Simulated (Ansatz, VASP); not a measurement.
**AlN in VASP and in Ansatz**

Contents of INCAR:

```
SYSTEM = AlN
PREC = Accurate
ENCUT = 600
EDIFF = 1E-6
ISMEAR = 0
SIGMA = 0.02
LREAL = .FALSE.
LASPH = .TRUE.
NELM = 120
ALGO = Normal
ISIF = 2
LWAVE = .FALSE.
LCHARG = .FALSE.
GGA = PS
NBANDS = 11
GGA_COMPAT = .FALSE.
```

Contents of KPOINTS:

```
regular mesh
0
G
  4 4 4
  0 0 0
```

POSCAR

```
AlN
1.0
    0.0000000000      2.0345180000      2.0345180000
    2.0345180000      0.0000000000      2.0345180000
    2.0345180000      2.0345180000      0.0000000000
Al N
1 1
Direct
    0.5000000000      0.5000000000      0.5000000000
    0.0000000000      0.0000000000      0.0000000000
```

Input for Ansatz:

```yaml
crystal:
  lattice:
    - [0.0, 2.034518, 2.034518]
    - [2.034518, 0.0, 2.034518]
    - [2.034518, 2.034518, 0.0]
  atoms:
    - { symbol: Al, position: [0.5, 0.5, 0.5] }
    - { symbol: "N", position: [0.0, 0.0, 0.0] }
basis:
  ecutwfc: 420
kpoints:
  mp_grid: { grid: [4, 4, 4] }
hamiltonian:
  xc: pbesol
  pseudopotentials: { kind: paw }
scf:
  occupations: { method: gaussian, width: 0.02 }
output:
  forces: true
  stress: true
  eigenvalues: true
```

Alike in both runs: task single point; functional PBEsol; k mesh 4 × 4 × 4; occupations gaussian, width 0.02 eV; no spin polarisation.

```csv
,VASP,Ansatz
version,VASP 6.6.1,Ansatz 0.2.0
potentials or method,"VASP PAW PBE potentials, release 64 (Al, N), cutoff 600 eV","scalar-relativistic, plane waves, PAW"
valence electrons in the cell,8,8
```

```csv
,VASP,Ansatz,Ansatz less VASP
gap on the k mesh at the Fermi level (eV),4.32,4.33,+0.005
least direct gap on the mesh (eV),5.38,5.36,-0.020
pressure (GPa),-4.7,-4.4,+0.23
```

VASP's potentials were made for PBE, not for PBEsol. The functional is the same, so the differences come from potentials, cutoffs and numerics.

The k mesh is coarse, so the values compare programs but aren't converged.
